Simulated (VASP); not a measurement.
A run of VASP 6.6.1 is set up as follows.

File INCAR:

```
SYSTEM = F
ALGO = Normal ; EDIFF = 1E-6
ENCUT = 520 ; GGA = PE
ISIF = 2 ; ISMEAR = -1
LASPH = .True. ; LCHARG = .False.
LREAL = .False. ; LWAVE = .False.
NBANDS = 14 ; NELM = 60
PREC = Accurate ; SIGMA = 0.05
```

KPOINTS

```
k-points
0
Gamma
  18 18 10
  0 0 0
```

Contents of POSCAR:

```
F
1.0
    2.1796334013      0.0000000000      0.0000000000
   -1.0898167006      1.8876178965      0.0000000000
    0.0000000000      0.0000000000      2.8368146969
F
2
Direct
    0.3333333333      0.6666666667      0.2500000000
    0.6666666667      0.3333333333      0.7500000000
```

Potentials or basis: VASP PAW PBE potentials, release 64 (F).

Command:

```console
$ cat potpaw_PBE.64/F/POTCAR > POTCAR
$ mpirun -np 1 vasp_std > vasp.out
```

Estimate the band gap on the k mesh.

zero (bands 7 and 8 overlap by 2.48 eV).

What does it give for the pressure?

128.3 GPa.

Stress tensor (GPa, compression positive):
```
128.01   0.00   0.00
  0.00 128.01   0.00
  0.00   0.00 128.74
```

Caveat: the cell stands under pressure.
